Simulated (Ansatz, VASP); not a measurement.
## Two plane-wave programs on RbBr

Contents of POSCAR:

```
RbBr
1.0
    0.0000000000      3.3570011165      3.3570011165
    3.3570011165      0.0000000000      3.3570011165
    3.3570011165      3.3570011165      0.0000000000
Rb Br
1 1
Direct
    0.0000000000      0.0000000000      0.0000000000
    0.5000000000      0.5000000000      0.5000000000
```

File INCAR.step1:

```
SYSTEM = RbBr
ALGO = Normal
EDIFF = 1E-5
ENCUT = 520
GGA = PE
ISIF = 2
ISMEAR = 0
LASPH = .TRUE.
LREAL = .FALSE.
LWAVE = .TRUE.
NBANDS = 15
NELM = 80
PREC = Accurate
SIGMA = 0.01
```

The input INCAR.step2:

```
SYSTEM = RbBr
ALGO = Normal
EDIFF = 1E-6
ENCUT = 520
GGA = PE
HFSCREEN = 0.2079
ISIF = 2
ISMEAR = 0
ISTART = 1
LASPH = .TRUE.
LCHARG = .TRUE.
LELF = .TRUE.
LHFCALC = .TRUE.
LREAL = .FALSE.
LVHAR = .TRUE.
LWAVE = .FALSE.
NBANDS = 15
NELM = 80
PREC = Accurate
PRECFOCK = Normal
SIGMA = 0.01
```

The input KPOINTS:

```
k-points
0
G
  4 4 4
  0 0 0
```

Input for Ansatz:

```yaml
crystal:
  lattice:
    - [0.0, 3.3570011165, 3.3570011165]
    - [3.3570011165, 0.0, 3.3570011165]
    - [3.3570011165, 3.3570011165, 0.0]
  atoms:
    - { symbol: Rb, position: [0.0, 0.0, 0.0] }
    - { symbol: Br, position: [0.5, 0.5, 0.5] }
kpoints:
  mp_grid: { grid: [4, 4, 4] }
  band_path:
    path:
      - [0.0, 0.0, 0.0]
      - [0.5, 0.0, 0.5]
      - [0.625, 0.25, 0.625]
      - [0.375, 0.375, 0.75]
      - [0.5, 0.5, 0.5]
      - [0.5, 0.25, 0.75]
    npoints: 1
hamiltonian:
  xc: hse06
scf:
  occupations: { method: fixed }
  n_extra_bands: 4
output:
  forces: true
  stress: true
  eigenvalues: true
  write_density: true
  write_potential: true
  elf: true
  volumetric_format: npy
```

Change from the starting cell: hydrostatic strain -3.0%.

Alike in both runs: task single point; functional HSE06; k mesh 4 × 4 × 4; no spin polarisation.

```csv
,VASP,Ansatz
version,VASP 6.6.1,Ansatz 0.2.0
potentials or method,"VASP PAW PBE potentials, release 64 (Rb_sv, Br)","plane waves, PAW"
plane-wave cutoff (eV),520,420
occupations,"gaussian, width 0.01 eV",fixed
valence electrons in the cell,16,16
```

|  | VASP | Ansatz | Ansatz less VASP |
| --- | --- | --- | --- |
| gap on the k mesh at the Fermi level (eV) | 5.70 | 5.70 | +0.003 |
| pressure (GPa) | 1.9 | 1.9 | -0.02 |

Ansatz's warnings: stress exchange threshold loose, stress scf threshold loose.
